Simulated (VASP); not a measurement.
# TaN (P-6m2) in VASP: a series of runs

The runs below take TaN through single point, with r2SCAN.

Everything below comes from runs of VASP 6.6.1. Logs are shortened: lines on timing, memory, paths and dates and some standing lists are left out, and cuts for length are marked.

## (1) The cell of the first run

Symmetry: P-6m2, No. 187, hexagonal system. Conventional cell: a = 3.102 Å, b = 3.102 Å, c = 2.587 Å, α = 90.00°, β = 90.00°, γ = 120.00°. Within 2.9 Å of Ta (site symmetry -6m2) lie 6 N at 2.21 Å and 2 Ta at 2.59 Å. Within 2.9 Å of N (site symmetry -6m2) lie 6 Ta at 2.21 Å and 2 N at 2.59 Å.

## (2) Single point, r2SCAN

Input file POSCAR:

```
TaN
1.0
    3.1015490049      0.0000000000      0.0000000000
   -1.5507745025      2.6860202293      0.0000000000
    0.0000000000      0.0000000000      2.5869652373
Ta N
1 1
Direct
    0.3333333333      0.6666666667      0.5000000000
    0.0000000000      0.0000000000      0.0000000000
```

Input file INCAR.step1:

```
SYSTEM = TaN
PREC = Accurate
ENCUT = 520
ISMEAR = 0
SIGMA = 0.15
LREAL = .False.
LASPH = .True.
NELM = 80
NBANDS = 15
GGA = PE
ALGO = Normal
EDIFF = 1E-4
LWAVE = .True.
LCHARG = .False.
```

Input file INCAR.step2:

```
SYSTEM = TaN
PREC = Accurate
ENCUT = 520
EDIFF = 1E-6
ISMEAR = 0
SIGMA = 0.15
LREAL = .False.
LASPH = .True.
NELM = 80
ALGO = Normal
ISIF = 2
LWAVE = .False.
LCHARG = .False.
METAGGA = R2SCAN
LMIXTAU = .True.
NBANDS = 15
ISTART = 1
```

Input file KPOINTS:

```
Automatic mesh
0
Gamma
  24 24 18
  0 0 0
```

Potentials or basis: VASP PAW PBE potentials, release 64 (Ta_pv, N).

Launch:

```console
cat potpaw_PBE.64/Ta_pv/POTCAR potpaw_PBE.64/N/POTCAR > POTCAR
cp INCAR.step1 INCAR
mpirun -np 1 vasp_std > vasp.out
cp INCAR.step2 INCAR
mpirun -np 1 vasp_std > vasp.out
```

OUTCAR:

```text
SYSTEM = TaN
   PREC = Accurate
   ENCUT = 520
   EDIFF = 1E-6
   ISMEAR = 0
   LREAL = .False.
   LASPH = .True.
   NELM = 80
   ISIF = 2
   METAGGA = R2SCAN
   ISTART = 1

 ion  position               nearest neighbor table
   1  0.333  0.667  0.500-   2 2.21   2 2.21   2 2.21   2 2.21   2 2.21   2 2.21
   2  0.000  0.000  0.000-   1 2.21   1 2.21   1 2.21   1 2.21   1 2.21   1 2.21

  LATTYP: Found a hexagonal cell.
 ALAT       =     3.1015490049
 C/A-ratio  =     0.8340881389

  Lattice vectors:

 A1 = (   3.1015490049,   0.0000000000,   0.0000000000)
 A2 = (  -1.5507745025,   2.6860202293,   0.0000000000)
 A3 = (   0.0000000000,   0.0000000000,   2.5869652373)

Analysis of symmetry for initial positions (statically):
=====================================================================
 Subroutine PRICEL returns:
 Original cell was already a primitive cell.

 Routine SETGRP: Setting up the symmetry group for a
 hexagonal supercell.

 Subroutine GETGRP returns: Found 12 space group operations
 (whereof 12 operations were pure point group operations)
 out of a pool of 24 trial point group operations.

The static configuration has the point symmetry D_3h.

Analysis of symmetry for dynamics (positions and initial velocities):
=====================================================================
 Subroutine PRICEL returns:
 Original cell was already a primitive cell.

 Routine SETGRP: Setting up the symmetry group for a
 hexagonal supercell.

 Subroutine GETGRP returns: Found 12 space group operations
 (whereof 12 operations were pure point group operations)
 out of a pool of 24 trial point group operations.

The dynamic configuration has the point symmetry D_3h.

 Subroutine INISYM returns: Found 12 space group operations
 (whereof 12 operations are pure point group operations),
 and found     1 'primitive' translations

----------------------------------------------------------------------------------------

                                     Primitive cell

  volume of cell :      21.5516

  direct lattice vectors                    reciprocal lattice vectors
     3.101549005  0.000000000  0.000000000     0.322419539  0.186149008  0.000000000
    -1.550774502  2.686020229  0.000000000     0.000000000  0.372298015  0.000000000
     0.000000000  0.000000000  2.586965237     0.000000000  0.000000000  0.386553320

  length of vectors
     3.101549005  3.101549005  2.586965237     0.372298015  0.372298015  0.386553320

  position of ions in fractional coordinates (direct lattice)
     0.333333333  0.666666667  0.500000000
     0.000000000  0.000000000  0.000000000

  ion indices of the primitive-cell ions
   primitive index   ion index
                 1           1
                 2           2

----------------------------------------------------------------------------------------

 KPOINTS: Automatic mesh

Automatic generation of k-mesh.
 Grid dimensions read from file:
 generate k-points for:   24   24   18

 Generating k-lattice:

  Cartesian coordinates                     Fractional coordinates (reciprocal lattice)
     0.013434147  0.007756209  0.000000000     0.041666667  0.000000000  0.000000000
     0.000000000  0.015512417  0.000000000     0.000000000  0.041666667  0.000000000
     0.000000000  0.000000000  0.021475184     0.000000000  0.000000000  0.055555556

  Length of vectors
     0.015512417  0.015512417  0.021475184

  Shift w.r.t. Gamma in fractional coordinates (k-lattice)
     0.000000000  0.000000000  0.000000000

 Subroutine IBZKPT returns following result:
 ===========================================

 Found    610 irreducible k-points:

 Following reciprocal coordinates:
            Coordinates               Weight
  0.000000  0.000000  0.000000      1.000000
  0.041667 -0.000000  0.000000      6.000000
  0.083333 -0.000000  0.000000      6.000000
  0.125000 -0.000000  0.000000      6.000000
  0.166667 -0.000000  0.000000      6.000000
  0.208333 -0.000000  0.000000      6.000000
[... 16 lines left out ...]
  0.416667  0.041667  0.000000     12.000000
  0.458333  0.041667  0.000000     12.000000
 [... further k-points ...]
   k-points           NKPTS =    610   k-points in BZ     NKDIM =    610   number of bands    NBANDS=     15
   number of dos      NEDOS =    301   number of ions     NIONS =      2
   total plane-waves  NPLWV =  11520
   dimension x,y,z NGX =    24 NGY =   24 NGZ =   20
   dimension x,y,z NGXF=    48 NGYF=   48 NGZF=   40
   ions per type =               1   1
   NGX,Y,Z   is equivalent  to a cutoff of  12.86, 12.86, 12.85 a.u.
   NGXF,Y,Z  is equivalent  to a cutoff of  25.73, 25.73, 25.71 a.u.
 SYSTEM =  TaN
   PREC   = accura    normal or accurate (medium, high low for compatibility)
   ISTART =      1    job   : 0-new  1-cont  2-samecut
   ICHARG =      0    charge: 1-file 2-atom 10-const
   ISPIN  =      1    spin polarized calculation?
   LNONCOLLINEAR =      F non collinear calculations
   LSORBIT =      F    spin-orbit coupling
   LASPH  =      T    aspherical Exc in radial PAW
   ENCUT  =  520.0 eV  38.22 Ry    6.18 a.u.   5.77  5.77  4.81*2*pi/ulx,y,z
   NELM   =     80;   NELMIN=  2; NELMDL=  0     # of ELM steps
   EDIFF  = 0.1E-05   stopping-criterion for ELM
   LREAL  =      F    real-space projection
   EDIFFG = 0.1E-04   stopping-criterion for IOM
   NSW    =      0    number of steps for IOM
   IBRION =     -1    ionic relax: 0-MD 1-quasi-New 2-CG
   NFREE  =      0    steps in history (QN), initial steepest desc. (CG)
   ISIF   =      2    stress and relaxation
   ISYM   =      2    0-nonsym 1-usesym 2-fastsym
   POTIM  = 0.5000    time-step for ionic-motion
   TEBEG  =    0.0;   TEEND  =   0.0 temperature during run
   PSTRESS=    0.0 pullay stress
   NELECT =      16.0000    total number of electrons
   NUPDOWN=      -1.0000    fix difference up-down
   EMIN   =  10.00;   EMAX   =-10.00  energy-range for DOS
   EFERMI =   0.00;   METHOD = LEGACY
   ISMEAR =     0;   SIGMA  =   0.15  broadening in eV -4-tet -1-fermi 0-gaus
   EFERMI_NEDOS =   21; number of points for ismear=-14 and -15
   IALGO  =     38    algorithm
   IMIX   =      4    mixing-type and parameters
     AMIX     =   0.40;   BMIX     =  1.00
     AMIX_MAG =   1.60;   BMIX_MAG =  1.00
  volume/ion in A,a.u.               =      10.78        72.72
  Fermi-wavevector in a.u.,A,eV,Ry     =   1.482366  2.801265 29.897546  2.197408
  Thomas-Fermi vector in A             =   2.596161
   LORBIT       =      0    0 simple, 1 ext, 2 COOP (PROOUT), +10 PAW based schemes
   METAGGA = R2SCAN    functional components
   LHFCALC =     F    Hartree Fock is set to
   AEXX    =    0.0000 exact exchange contribution
   IVDW    =     0    specifies the selected vdW correction
   LEPSILON=     F    determine dielectric tensor
   LRPA    =     F    only Hartree local field effects (RPA)
 non-spin polarized calculation
 Gauss-broadening in eV      SIGMA  =   0.15
  energy-cutoff  :      520.00
  volume of cell :       21.55
 maximum number of plane-waves:       594
 NGX is ok and might be reduce to    24

 number of electron      15.9999999 magnetization

 Free energy of the ion-electron system (eV)
  ---------------------------------------------------
  ext. energy  EPLUGINS =         0.00000000
  ---------------------------------------------------
  free energy    TOTEN  =       -59.54574474 eV

  energy without entropy =      -59.54247125  energy(sigma->0) =      -59.54410800

 E-fermi :   8.2991     XC(G=0): -14.3078

 val. band max:        8.2950213708   @ k =   0.0417  -0.0000   0.3333
 cond. band min:       8.3286008919   @ k =   0.0417  -0.0000   0.5000
 fundamental gap:      0.0335795211
 Fermi energy:         8.2991015705

 k-point     1 :       0.0000    0.0000    0.0000
  band No.  band energies     occupation
      1     -27.8478      2.00000
      2     -27.8478      2.00000
      3     -27.2878      2.00000
      4     -10.6881      2.00000
      5       2.2388      2.00000
      6       2.2388      2.00000
      7       3.7086      2.00000
      8       6.4540      2.00000
      9       9.6259      0.00000
     10      12.9407      0.00000
     11      12.9407      0.00000
     12      13.1945      0.00000
     13      13.1945      0.00000
     14      19.0190      0.00000
     15      23.2048      0.00000

 k-point     2 :       0.0417   -0.0000    0.0000
  band No.  band energies     occupation
      1     -27.8612      2.00000
      2     -27.8506      2.00000
      3     -27.2866      2.00000
      4     -10.6557      2.00000
      5       2.1446      2.00000
      6       2.2679      2.00000
      7       3.7433      2.00000
      8       6.4126      2.00000
      9       9.7617      0.00000
     10      12.8641      0.00000
     11      12.9270      0.00000
     12      13.1826      0.00000
     13      13.2392      0.00000
     14      19.0189      0.00000
     15      23.0710      0.00000

 k-point     3 :       0.0833   -0.0000    0.0000
  band No.  band energies     occupation
      1     -27.9000      2.00000
      2     -27.8588      2.00000
      3     -27.2829      2.00000
      4     -10.5606      2.00000
      5       1.8939      2.00000
      6       2.3537      2.00000
      7       3.8336      2.00000
      8       6.2945      2.00000
      9      10.1445      0.00000
     10      12.6518      0.00000
     11      12.8883      0.00000
     12      13.1478      0.00000
     13      13.3656      0.00000
     14      19.0189      0.00000
     15      22.8281      0.00000
[... 343 lines left out ...]
 k-point    23 :       0.4167    0.0417    0.0000
  band No.  band energies     occupation
      1     -28.5482      2.00000
      2     -28.0106      2.00000
      3     -27.2159      2.00000
      4      -8.8202      2.00000
      5      -0.4372      2.00000
      6       3.8069      2.00000
      7       4.5614      2.00000
      8       4.6940      2.00000
      9      10.5346      0.00000
     10      12.4952      0.00000
     11      12.5410      0.00000
     12      14.8283      0.00000
     13      16.9810      0.00000
     14      19.0139      0.00000
     15      20.3971      0.00000

 k-point    24 :       0.4583    0.0417    0.0000
  band No.  band energies     occupation
      1     -28.5709      2.00000
      2     -28.0161      2.00000
      3     -27.2134      2.00000
      4      -8.7545      2.00000
      5      -0.4827      2.00000
      6       3.8298      2.00000
      7       4.5744      2.00000
      8       4.6463      2.00000
      9      10.5531      0.00000
     10      12.4725      0.00000
     11      12.5375      0.00000
     12      14.8569      0.00000
     13      17.5106      0.00000
     14      19.0060      0.00000
     15      19.8132      0.00000

 [... further k-points ...]
[... 5 lines left out ...]
  --------------------------------------------------------------------------------------
  -------------------------------------------------------------------------------------
  Total       -3.5849691     -3.5849691     12.3792312      0.0000000     -0.0000000      0.0000000
  in kB     -266.5124388   -266.5124388    920.2921892      0.0000000     -0.0000000      0.0000000
  external PRESSURE =     129.0891038 kB  Pullay stress =       0.0000000 kB

 VOLUME and BASIS-vectors are now :
 -----------------------------------------------------------------------------
  energy-cutoff  :      520.00
  volume of cell :       21.55
      direct lattice vectors                 reciprocal lattice vectors
     3.101549005  0.000000000  0.000000000     0.322419539  0.186149008  0.000000000
    -1.550774502  2.686020229  0.000000000     0.000000000  0.372298015  0.000000000
     0.000000000  0.000000000  2.586965237     0.000000000  0.000000000  0.386553320

 POSITION                                       TOTAL-FORCE (eV/Angst)
 -----------------------------------------------------------------------------------
     -0.00000      1.79068      1.29348         0.000000     -0.000000      0.000000
      0.00000      0.00000      0.00000        -0.000000      0.000000      0.000000
 -----------------------------------------------------------------------------------
    total drift:                               -0.000000      0.000000     -0.000000

  FREE ENERGIE OF THE ION-ELECTRON SYSTEM (eV)
  ---------------------------------------------------
  free  energy   TOTEN  =       -59.5457447447 eV

  energy  without entropy=      -59.5424712515  energy(sigma->0) =      -59.54410800
```

It took 4.7 min on 1 thread of Intel Xeon Platinum 8488C (Sapphire Rapids), shared host; peak memory 0.31 GiB.

What came out:

| Property | Result |
| --- | --- |
| Free energy | -59.5457 eV |
| Pressure | 12.9 GPa |
| Band gap on the k mesh | zero (bands 8 and 9 overlap by 0.90 eV) |

Caveat: the cell stands under pressure; the PAW data sets were made with another functional, which shifts forces and pressure a little; spin-orbit coupling is left out, which moves the levels of the heavy elements.

## (3) Single point, r2SCAN

This run uses another cell than the first one, of the same volume but with other edges.

Input file POSCAR:

```
TaN
1.0
    2.7647627786      0.0000000000      0.0000000000
   -1.3823813893      2.3943548017      0.0000000000
    0.0000000000      0.0000000000      3.2556082455
Ta N
1 1
Direct
    0.3333333333      0.6666666667      0.5000000000
    0.0000000000      0.0000000000      0.0000000000
```

Input file INCAR.step1:

```
PREC = Accurate ; ENCUT = 520
ISMEAR = 0 ; SIGMA = 0.15
LREAL = False ; LASPH = True
NELM = 60 ; NBANDS = 15
GGA = PE ; ALGO = Normal
EDIFF = 1E-4 ; LWAVE = True
LCHARG = False
```

Input file INCAR.step2:

```
PREC = Accurate ; ENCUT = 520
EDIFF = 1E-6 ; ISMEAR = 0
SIGMA = 0.15 ; LREAL = False
LASPH = True ; NELM = 60
ALGO = Normal ; ISIF = 2
LWAVE = False ; LCHARG = False
METAGGA = R2SCAN ; LMIXTAU = True
NBANDS = 15 ; ISTART = 1
```

Input file KPOINTS:

```
Automatic mesh
0
Gamma
  24 24 18
```

Potentials or basis: VASP PAW PBE potentials, release 64 (Ta_pv, N).

Launch:

```console
cat potpaw_PBE.64/Ta_pv/POTCAR potpaw_PBE.64/N/POTCAR > POTCAR
cp INCAR.step1 INCAR
mpirun -np 1 vasp_std > vasp.out
cp INCAR.step2 INCAR
mpirun -np 1 vasp_std > vasp.out
```

OUTCAR:

```text
PREC = Accurate
   ENCUT = 520
   EDIFF = 1E-6
   ISMEAR = 0
   LREAL = False
   LASPH = True
   NELM = 60
   ISIF = 2
   METAGGA = R2SCAN
   ISTART = 1

 ion  position               nearest neighbor table
   1  0.333  0.667  0.500-   2 2.28   2 2.28   2 2.28   2 2.28   2 2.28   2 2.28
   2  0.000  0.000  0.000-   1 2.28   1 2.28   1 2.28   1 2.28   1 2.28   1 2.28

  LATTYP: Found a hexagonal cell.
 ALAT       =     2.7647627786
 C/A-ratio  =     1.1775361961

  Lattice vectors:

 A1 = (   2.7647627786,   0.0000000000,   0.0000000000)
[... 610 lines left out ...]
     10      12.9221      0.00000
     11      13.3618      0.00000
     12      14.2267      0.00000
     13      16.2535      0.00000
     14      18.6417      0.00000
     15      21.4708      0.00000

 [... further k-points ...]
[... 5 lines left out ...]
  --------------------------------------------------------------------------------------
  -------------------------------------------------------------------------------------
  Total        5.7534648      5.7534648    -10.3488109      0.0000000      0.0000000      0.0000000
  in kB      427.7219361    427.7219361   -769.3474433      0.0000000      0.0000000      0.0000000
  external PRESSURE =      28.6988096 kB  Pullay stress =       0.0000000 kB

 VOLUME and BASIS-vectors are now :
 -----------------------------------------------------------------------------
  energy-cutoff  :      520.00
  volume of cell :       21.55
      direct lattice vectors                 reciprocal lattice vectors
     2.764762779  0.000000000  0.000000000     0.361694684  0.208824523  0.000000000
    -1.382381389  2.394354802  0.000000000     0.000000000  0.417649047  0.000000000
     0.000000000  0.000000000  3.255608245     0.000000000  0.000000000  0.307162264

 POSITION                                       TOTAL-FORCE (eV/Angst)
 -----------------------------------------------------------------------------------
     -0.00000      1.59624      1.62780         0.000000      0.000000      0.000000
      0.00000      0.00000      0.00000        -0.000000     -0.000000      0.000000
 -----------------------------------------------------------------------------------
    total drift:                                0.000000     -0.000000     -0.000000

  FREE ENERGIE OF THE ION-ELECTRON SYSTEM (eV)
  ---------------------------------------------------
  free  energy   TOTEN  =       -59.4225407389 eV

  energy  without entropy=      -59.4220771944  energy(sigma->0) =      -59.42230897
```

OSZICAR.step1:

```text
N       E                     dE             d eps       ncg     rms          rms(c)
DAV:   1     0.913068467350E+02    0.91307E+02   -0.88047E+03 18308   0.113E+03
DAV:   2    -0.212990580570E+02   -0.11261E+03   -0.10559E+03 22038   0.304E+02
DAV:   3    -0.240946176230E+02   -0.27956E+01   -0.27817E+01 20673   0.448E+01
DAV:   4    -0.241061409972E+02   -0.11523E-01   -0.11520E-01 24243   0.310E+00
DAV:   5    -0.241062164458E+02   -0.75449E-04   -0.75444E-04 20785   0.231E-01    0.224E+01
DAV:   6    -0.216978437542E+02    0.24084E+01   -0.40281E+00 24618   0.242E+01    0.958E+00
DAV:   7    -0.215636775223E+02    0.13417E+00   -0.84266E-01 20519   0.760E+00    0.699E+00
DAV:   8    -0.215267375299E+02    0.36940E-01   -0.15300E-01 23011   0.375E+00    0.102E+00
DAV:   9    -0.215238775266E+02    0.28600E-02   -0.68786E-03 19826   0.744E-01    0.203E-01
DAV:  10    -0.215238238601E+02    0.53666E-04   -0.68549E-04 22381   0.291E-01
   1 F= -.21523824E+02 E0= -.21523621E+02  d E =-.406410E-03
```

Wall time 5 min (1 thread of Intel Xeon Platinum 8488C (Sapphire Rapids), shared host); peak memory 0.31 GiB.

Results:

```yaml
Free_energy: -59.4225 eV
Pressure: 2.9 GPa
Band_gap_on_the_k_mesh: zero (bands 8 and 9 overlap by 0.12 eV)
```

Caveat: the PAW data sets were made with another functional, which shifts forces and pressure a little; spin-orbit coupling is left out, which moves the levels of the heavy elements.

(Continued in part 2 of 2.)
